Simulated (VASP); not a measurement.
# Os (C2/c) in VASP: a series of runs

Runs on Os. Level: PBE. Tasks: single point, relaxation of cell and atoms.

Program: VASP 6.6.1. These are calculated values, not measurements. Logs are shortened: lines on timing, memory, paths and dates and some standing lists are left out, and cuts for length are marked.

## 1. The cell of the first run

It takes space group C2/c (No. 15, monoclinic). Conventional cell: a = 5.542 Å, b = 3.305 Å, c = 7.335 Å, α = 90.00°, β = 102.17°, γ = 90.00°. Os (site symmetry 1) has 1 Os at 1.50 Å within 2.0 Å.

## 2. Single point, PBE

INCAR reads:

```
ALGO     = Normal         # electronic algorithm
EDIFF    = 1E-6           # SCF threshold, eV
ENCUT    = 520            # plane-wave cutoff, eV
GGA      = PE             # functional
ISIF     = 2              # what is computed and relaxed
ISMEAR   = 0              # smearing method
LASPH    = True           # aspherical terms in the spheres
LCHARG   = True           # write CHGCAR
LELF     = True           # ELF
LREAL    = False          # projectors in reciprocal space
LVHAR    = True         
LWAVE    = False          # write WAVECAR
NBANDS   = 24             # bands
NELM     = 100            # most SCF steps
PREC     = Accurate       # precision mode
SIGMA    = 0.1            # smearing width, eV
```

KPOINTS reads:

```
k-points
0
Gamma
  6 6 4
```

POSCAR reads:

```
Os
1.0
    2.7708114005     -1.6524111625      0.0000000000
    2.7708114005      1.6524111625      0.0000000000
   -1.5463344264      0.0000000000      7.1702452881
Os
4
Direct
    0.9680000000      0.6020000000      0.0997000000
    0.3980000000      0.0320000000      0.4003000000
    0.0320000000      0.3980000000      0.9003000000
    0.6020000000      0.9680000000      0.5997000000
```

Potentials or basis: VASP PAW PBE potentials, release 64 (Os).

Started as:

```console
> cat potpaw_PBE.64/Os/POTCAR > POTCAR
> mpirun -np 1 vasp_std > vasp.out
```

OUTCAR:

```text
EDIFF = 1E-6
   ENCUT = 520
   GGA = PE
   ISIF = 2
   ISMEAR = 0
   LASPH = True
   LREAL = False
   NELM = 100
   PREC = Accurate

 ion  position               nearest neighbor table
   1  0.968  0.602  0.100-   3 1.50   2 2.85   2 2.85   2 2.89   3 3.20   3 3.28
   2  0.398  0.032  0.400-   4 1.50   1 2.85   1 2.85   1 2.89   4 3.20   4 3.28
   3  0.032  0.398  0.900-   1 1.50   4 2.85   4 2.85   4 2.89   1 3.20   1 3.28
   4  0.602  0.968  0.600-   2 1.50   3 2.85   3 2.85   3 2.89   2 3.20   2 3.28

 -----------------------------------------------------------------------------
|                                                                             |
|           W    W    AA    RRRRR   N    N  II  N    N   GGGG   !!!           |
|           W    W   A  A   R    R  NN   N  II  NN   N  G    G  !!!           |
|           W    W  A    A  R    R  N N  N  II  N N  N  G       !!!           |
|           W WW W  AAAAAA  RRRRR   N  N N  II  N  N N  G  GGG   !            |
|           WW  WW  A    A  R   R   N   NN  II  N   NN  G    G                |
|           W    W  A    A  R    R  N    N  II  N    N   GGGG   !!!           |
|                                                                             |
|     The distance between some ions is very small. Please check the          |
|     nearest-neighbor list in the OUTCAR file.                               |
|     I HOPE YOU KNOW WHAT YOU ARE DOING!                                     |
|                                                                             |
 -----------------------------------------------------------------------------

  LATTYP: Found a base centered monoclinic cell.
 ALAT       =     5.5416228010
 B/A-ratio  =     0.5963636364
 C/A-ratio  =     1.3236360154
 COS(beta)  =    -0.2108132423

  Lattice vectors:

 A1 = (   2.7708114005,  -1.6524111625,   0.0000000000)
 A2 = (   2.7708114005,   1.6524111625,   0.0000000000)
 A3 = (  -1.5463344264,   0.0000000000,   7.1702452881)

Analysis of symmetry for initial positions (statically):
=====================================================================
 Subroutine PRICEL returns:
 Original cell was already a primitive cell.

 Routine SETGRP: Setting up the symmetry group for a
 base centered monoclinic supercell.

 Subroutine GETGRP returns: Found  4 space group operations
 (whereof  2 operations were pure point group operations)
 out of a pool of  4 trial point group operations.

The static configuration has the point symmetry S_2 .
 The point group associated with its full space group is C_2h.

[... 115 lines left out ...]
   ENCUT  =  520.0 eV  38.22 Ry    6.18 a.u.   6.00  6.00 13.64*2*pi/ulx,y,z
   NELM   =    100;   NELMIN=  2; NELMDL= -5     # of ELM steps
   EDIFF  = 0.1E-05   stopping-criterion for ELM
   LREAL  =      F    real-space projection
   EDIFFG = 0.1E-04   stopping-criterion for IOM
   NSW    =      0    number of steps for IOM
   IBRION =     -1    ionic relax: 0-MD 1-quasi-New 2-CG
   NFREE  =      0    steps in history (QN), initial steepest desc. (CG)
   ISIF   =      2    stress and relaxation
   ISYM   =      2    0-nonsym 1-usesym 2-fastsym
   POTIM  = 0.5000    time-step for ionic-motion
   TEBEG  =    0.0;   TEEND  =   0.0 temperature during run
   PSTRESS=    0.0 pullay stress
   NELECT =      32.0000    total number of electrons
   NUPDOWN=      -1.0000    fix difference up-down
   EMIN   =  10.00;   EMAX   =-10.00  energy-range for DOS
   EFERMI =   0.00;   METHOD = LEGACY
   ISMEAR =     0;   SIGMA  =   0.10  broadening in eV -4-tet -1-fermi 0-gaus
   EFERMI_NEDOS =   21; number of points for ismear=-14 and -15
   IALGO  =     38    algorithm
   IMIX   =      4    mixing-type and parameters
     AMIX     =   0.40;   BMIX     =  1.00
     AMIX_MAG =   1.60;   BMIX_MAG =  1.00
  volume/ion in A,a.u.               =      16.41       110.77
  Fermi-wavevector in a.u.,A,eV,Ry     =   1.288334  2.434598 22.583010  1.659804
  Thomas-Fermi vector in A             =   2.420294
   LORBIT       =      0    0 simple, 1 ext, 2 COOP (PROOUT), +10 PAW based schemes
   GGA     = PE    functional components
   LHFCALC =     F    Hartree Fock is set to
   AEXX    =    0.0000 exact exchange contribution
   IVDW    =     0    specifies the selected vdW correction
   LEPSILON=     F    determine dielectric tensor
   LRPA    =     F    only Hartree local field effects (RPA)
 non-spin polarized calculation
 Gauss-broadening in eV      SIGMA  =   0.10
  energy-cutoff  :      520.00
  volume of cell :       65.66
 maximum number of plane-waves:      1790
   NGX = 11   NGY = 11   NGZ = 27

 number of electron      31.9999998 magnetization

 Free energy of the ion-electron system (eV)
  ---------------------------------------------------
  ext. energy  EPLUGINS =         0.00000000
  ---------------------------------------------------
  free energy    TOTEN  =        -1.59689009 eV

  energy without entropy =       -1.57138423  energy(sigma->0) =       -1.58413716

 E-fermi :   8.0929     XC(G=0): -12.6593

 val. band max:        8.0857770992   @ k =   0.5000   0.5000   0.5000
 cond. band min:       8.1052958848   @ k =   0.0000   0.0000   0.2500
 fundamental gap:      0.0195187856
 Fermi energy:         8.0929452186

 k-point     1 :       0.0000    0.0000    0.0000
  band No.  band energies     occupation
      1      -2.6124      2.00000
      2      -2.2302      2.00000
      3      -2.0492      2.00000
      4      -1.6588      2.00000
      5      -1.1259      2.00000
      6      -0.8653      2.00000
[... 637 lines left out ...]
     23      14.5156      0.00000
     24      15.0264      0.00000

 [... further k-points ...]
[... 5 lines left out ...]
  --------------------------------------------------------------------------------------
  -------------------------------------------------------------------------------------
  Total       -2.7518558     17.5700529    196.7089879      0.0000000      0.0000000      9.2360731
  in kB      -67.1501773    428.7405453   4800.0492331      0.0000000      0.0000000    225.3766143
  external PRESSURE =    1720.5465337 kB  Pullay stress =       0.0000000 kB

 VOLUME and BASIS-vectors are now :
 -----------------------------------------------------------------------------
  energy-cutoff  :      520.00
  volume of cell :       65.66
      direct lattice vectors                 reciprocal lattice vectors
     2.770811400 -1.652411162  0.000000000     0.180452556 -0.302588128  0.038916381
     2.770811400  1.652411162  0.000000000     0.180452556  0.302588128  0.038916381
    -1.546334426  0.000000000  7.170245288     0.000000000  0.000000000  0.139465243

 POSITION                                       TOTAL-FORCE (eV/Angst)
 -----------------------------------------------------------------------------------
      4.19600     -0.60478      0.71487         3.288358     19.555168     67.297847
      0.57245     -0.60478      2.87025        -3.288358     19.555168    -67.297847
     -0.20072      0.60478      6.45537        -3.288358    -19.555168    -67.297847
      3.42284      0.60478      4.30000         3.288358    -19.555168     67.297847
 -----------------------------------------------------------------------------------
    total drift:                                0.000000      0.000000     -0.000000

  FREE ENERGIE OF THE ION-ELECTRON SYSTEM (eV)
  ---------------------------------------------------
  free  energy   TOTEN  =        -1.5968900917 eV

  energy  without entropy=       -1.5713842294  energy(sigma->0) =       -1.58413716
```

OSZICAR:

```text
N       E                     dE             d eps       ncg     rms          rms(c)
DAV:   1     0.292121890771E+03    0.29212E+03   -0.15065E+04  2256   0.126E+03
DAV:   2     0.168949983356E+02   -0.27523E+03   -0.25408E+03  2320   0.446E+02
DAV:   3    -0.237494800163E+01   -0.19270E+02   -0.18110E+02  2928   0.991E+01
DAV:   4    -0.278118364217E+01   -0.40624E+00   -0.40412E+00  2408   0.167E+01
DAV:   5    -0.278753957435E+01   -0.63559E-02   -0.63530E-02  3008   0.156E+00    0.374E+01
DAV:   6    -0.195303845468E+01    0.83450E+00   -0.34193E-01  2416   0.362E+00    0.212E+01
DAV:   7    -0.159918581931E+01    0.35385E+00   -0.34824E-01  2688   0.369E+00    0.105E+00
DAV:   8    -0.159704901847E+01    0.21368E-02   -0.20159E-02  2496   0.948E-01    0.248E-01
DAV:   9    -0.159691118785E+01    0.13783E-03   -0.12923E-03  2824   0.270E-01    0.688E-02
DAV:  10    -0.159689489797E+01    0.16290E-04   -0.41134E-05  2656   0.407E-02    0.220E-02
DAV:  11    -0.159689012763E+01    0.47703E-05   -0.57576E-06  2648   0.205E-02    0.233E-03
DAV:  12    -0.159689009171E+01    0.35924E-07   -0.14275E-07  1456   0.292E-03
   1 F= -.15968901E+01 E0= -.15841372E+01  d E =-.255059E-01
```

stdout:

```text
POSCAR found type information on POSCAR Os
 POSCAR found :  1 types and       4 ions
 scaLAPACK will be used
 LDA part: xc-table for (Slater+PW92), standard interpolation
 -----------------------------------------------------------------------------
|                                                                             |
|           W    W    AA    RRRRR   N    N  II  N    N   GGGG   !!!           |
|           W    W   A  A   R    R  NN   N  II  NN   N  G    G  !!!           |
|           W    W  A    A  R    R  N N  N  II  N N  N  G       !!!           |
|           W WW W  AAAAAA  RRRRR   N  N N  II  N  N N  G  GGG   !            |
|           WW  WW  A    A  R   R   N   NN  II  N   NN  G    G                |
|           W    W  A    A  R    R  N    N  II  N    N   GGGG   !!!           |
|                                                                             |
|     The distance between some ions is very small. Please check the          |
|     nearest-neighbor list in the OUTCAR file.                               |
|     I HOPE YOU KNOW WHAT YOU ARE DOING!                                     |
|                                                                             |
 -----------------------------------------------------------------------------

 POSCAR, INCAR and KPOINTS ok, starting setup
 FFT: planning ... GRIDC
 FFT: planning ... GRID_SOFT
 FFT: planning ... GRID
 WAVECAR not read
 entering main loop
```

Wall time 22 s (1 thread of Intel Xeon 6975P-C (Granite Rapids), shared host); peak memory 0.2 GiB.

What came out:

```yaml
Free_energy: -1.5969 eV
Pressure: 172.1 GPa
Largest_force: 70.159 eV/Å
Band_gap_on_the_k_mesh: zero (band 16 reaches 8.75 eV, above the bottom of band 17 at 7.57 eV)
```

Forces in eV/Å, atoms in the order of the input:
```
Os    3.288  19.555  67.298
Os   -3.288  19.555 -67.298
Os   -3.288 -19.555 -67.298
Os    3.288 -19.555  67.298
```

Caveat: the k points lie up to 0.37 Å⁻¹ apart; spin-orbit coupling is left out, which moves the levels of the heavy elements; forces of over 1 eV/Å act on the atoms, so gaps and moduli don't describe the material at rest.

(Continued in part 2 of 2.)
